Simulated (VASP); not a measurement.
A run of VASP 6.6.1:

INCAR

```
ALGO = Normal
EDIFF = 1E-6
ENCUT = 520
GGA = RE
ISIF = 2
ISMEAR = -1
LASPH = True
LCHARG = False
LREAL = False
LWAVE = False
NBANDS = 14
NELM = 100
PREC = Accurate
SIGMA = 0.1
```

Contents of KPOINTS:

```
k-points
0
Gamma
  7 7 7
```

File POSCAR:

```
Rh
1.0
    0.0000000000      1.9244973103      1.9244973103
    1.9244973103      0.0000000000      1.9244973103
    1.9244973103      1.9244973103      0.0000000000
Rh
1
Direct
    0.0000000000      0.0000000000      0.0000000000
```

Potentials or basis: VASP PAW PBE potentials, release 64 (Rh_pv).

Run with:

```sh
$ cat potpaw_PBE.64/Rh_pv/POTCAR > POTCAR
$ mpirun -np 1 vasp_std > vasp.out
```

Hardware: 1 thread of Intel(R) Xeon(R) 6975P-C (Granite Rapids), with other jobs on the host.

Problem. Estimate the wall time of this run.

Solution. It took 2.3 s on 1 thread of Intel(R) Xeon(R) 6975P-C (Granite Rapids) (shared host), peak memory 0.12 GiB. Counts: scf iterations 11, k points 20.
